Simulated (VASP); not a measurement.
Nb2Si, 6 atoms in the cell. It takes space group Fd-3m (No. 227, cubic). The conventional cell has a = 7.219 Å, b = 7.219 Å, c = 7.219 Å, α = 90.00°, β = 90.00°, γ = 90.00°. Nb (site symmetry -3m) has 6 Nb at 2.55 Å and 6 Si at 2.99 Å within 3.4 Å. Within 3.9 Å of Si (site symmetry -43m) lie 12 Nb at 2.99 Å and 4 Si at 3.13 Å. 

| Property | Result |
| --- | --- |
| Program | VASP 6.6.1 |
| Task | single point |
| Functional | PBE |
| Potentials or basis | VASP PAW PBE potentials, release 64 (Nb_sv, Si) |
| Cutoff | 520 eV |
| k mesh | 4 × 4 × 4 |
| Occupations | gaussian, width 0.1 eV |
| Spin | no spin polarisation |
| Dipole correction | no |
| Further INCAR settings | ALGO = Fast; EDIFF = 1e-07; NBANDS = 39 |

Potentials or basis: VASP PAW PBE potentials, release 64 (Nb_sv, Si).

The run is started by

```bash
$ cat potpaw_PBE.64/Nb_sv/POTCAR potpaw_PBE.64/Si/POTCAR > POTCAR
$ mpirun -np 1 vasp_std > vasp.out
```

Hardware: 1 thread of Intel(R) Xeon(R) Platinum 8259CL CPU @ 2.50GHz (Skylake/Cascade Lake), with other jobs on the host.

Task: Estimate the wall time of this run.

Result: It took 2.4 min on 1 thread of Intel(R) Xeon(R) Platinum 8259CL CPU @ 2.50GHz (Skylake/Cascade Lake) (shared host), peak memory 0.24 GiB. Counts: scf iterations 37, k points 8.
